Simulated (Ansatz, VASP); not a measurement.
## Zn4HO4 in VASP and in Ansatz

```xyz
9
Lattice="5.5148 0.0000 0.0000 0.0000 5.5148 0.0000 0.0000 0.0000 3.2430" Properties=species:S:1:pos:R:3 pbc="T T T"
Zn    1.0041    1.0041    1.6215
Zn    4.5108    4.5108    1.6215
Zn    3.7615    1.7533    0.0000
Zn    1.7533    3.7615    0.0000
O     4.5111    1.0037    1.6215
O     1.0037    4.5111    1.6215
O     3.7611    3.7611    0.0000
O     1.7537    1.7537    0.0000
H     5.5150   -0.6508    1.6215
```

Alike in both runs: task single point; functional PBEsol; k mesh 4 × 4 × 8; occupations gaussian, width 0.05 eV; no spin polarisation.

|  | VASP | Ansatz |
| --- | --- | --- |
| version | VASP 6.6.1 | Ansatz 0.2.0 |
| potentials or method | VASP PAW PBE potentials, release 64 (Zn, O, H), cutoff 520 eV | scalar-relativistic, plane waves, PAW |
| valence electrons in the cell | 73 | 73 |

|  | VASP | Ansatz | Ansatz less VASP |
| --- | --- | --- | --- |
| gap on the k mesh at the Fermi level (eV) | none | none | - |
| pressure (GPa) | 22.7 | 21.2 | -1.53 |
| traceless stress, the component that is largest in VASP (GPa) | 22.71 | 21.69 | -1.020 |
| rms of the force components (eV/Å) | 5.659 | 5.445 | -0.2138 |

VASP's potentials were made for PBE, not for PBEsol, and Ansatz warns of the same on its side. Atom by atom the forces differ by 0.219 eV/Å (rms over components). A gap of «none» marks a metal or a gap that the smearing closes. The functional is the same, so the differences come from potentials, cutoffs and numerics.
